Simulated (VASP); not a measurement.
Runs of VASP 6.6.1 on HfCl7. The structure is that of space group Fm-3m (No. 225), or close to it. The cells are those of the table. The cell was generated, and may not be a known phase.

```tsv
task	cell	k mesh	cutoff (eV)	gap on the mesh (eV)	pressure (GPa)	relaxed volume (Å³/atom)
single point	a = 6.063 Å, angles 60.0°, 8 atoms	4 × 4 × 4	520	none	-0.3	-
single point	a = 6.063 Å, angles 60.0°, 8 atoms	8 × 8 × 8	520	none	-0.3	-
relaxation of cell and atoms	relaxed from a = 6.063 Å, angles 60.0°, 8 atoms	8 × 8 × 8	600	none	0.0	19.63
relaxation of cell and atoms	relaxed from a = 6.826 Å, angles 60.0°, 8 atoms	4 × 4 × 4	600	none	0.2	19.55
single point	a = 6.826 Å, angles 60.0°, 8 atoms	4 × 4 × 4	520	none	(a)	-
```

Alike in all rows: level PBE; potentials or basis VASP PAW PBE potentials, release 64 (Hf_pv, Cl); no spin polarisation; smearing gaussian 0.1 eV.

Problem. Fill in the values left out.

Solution. (a) -8.7.

Caveats: spin-orbit coupling is left out, which moves the levels of the heavy elements; an odd number of electrons without spin polarisation forces a metal; a magnetic or distorted state may lie lower; the volume moved by over 15 % at a fixed basis, so the end points are rough (at least some runs); the cell stands under tension (at least some runs).

A k mesh can miss the band edges, and the runs leave out spin-orbit coupling on Hf.

A gap of «none» marks levels without a gap at the run's occupations.
